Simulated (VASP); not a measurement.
Here is a VASP 6.6.1 calculation.

Contents of POSCAR:

```
HfO2
1.0
    5.1284958539      0.0000000000      0.0000000000
    0.0000000000      5.1284958539      0.0000000000
    0.0000000000      0.0000000000      3.1044153897
Hf O
2 4
Direct
    0.0000000000      0.0000000000      0.0000000000
    0.5000000000      0.5000000000      0.5000000000
    0.1946585284      0.8053414716      0.5000000000
    0.3053414716      0.3053414716      0.0000000000
    0.6946585284      0.6946585284      0.0000000000
    0.8053414716      0.1946585284      0.5000000000
```

Contents of INCAR.step1:

```
  PREC = Accurate
  ENCUT = 520
  ISMEAR = 0
  SIGMA = 0.02
  LREAL = F
  LASPH = T
  NELM = 60
  NBANDS = 31
  GGA = PE
  ALGO = Normal
  EDIFF = 1E-4
  LWAVE = T
  LCHARG = F
```

Contents of INCAR.step2:

```
  PREC = Accurate
  ENCUT = 520
  EDIFF = 1E-7
  ISMEAR = 0
  SIGMA = 0.02
  LREAL = F
  LASPH = T
  NELM = 60
  ALGO = Normal
  ISIF = 2
  LWAVE = F
  LCHARG = F
  METAGGA = R2SCAN
  LMIXTAU = T
  NBANDS = 31
  ISTART = 1
```

Contents of KPOINTS:

```
Automatic mesh
0
Gamma
  6 6 8
```

Potentials or basis: VASP PAW PBE potentials, release 64 (Hf_pv, O).

Run with:

```bash
$ cat potpaw_PBE.64/Hf_pv/POTCAR potpaw_PBE.64/O/POTCAR > POTCAR
$ cp INCAR.step1 INCAR
$ mpirun -np 1 vasp_std > vasp.out
$ cp INCAR.step2 INCAR
$ mpirun -np 1 vasp_std > vasp.out
```

Task: What does it give for the largest force?

Result: 0.225 eV/Å.

Task: Predict the band gap on the k mesh.

Result: 4.12 eV.

Task: What does it give for the pressure?

Result: -14.2 GPa.

Forces on the atoms (eV/Å):
```
Hf   0.000  0.000  0.000
Hf   0.000  0.000  0.000
O   -0.159  0.159  0.000
O    0.159  0.159  0.000
O   -0.159 -0.159  0.000
O    0.159 -0.159  0.000
```

Caveat: the cell differs from its parent crystal (biaxial strain in the a-b plane: +6.0 %); the cell stands under tension; the PAW data sets were made with another functional, which shifts forces and pressure a little; spin-orbit coupling is left out, which moves the levels of the heavy elements. A k mesh can miss the band edges.
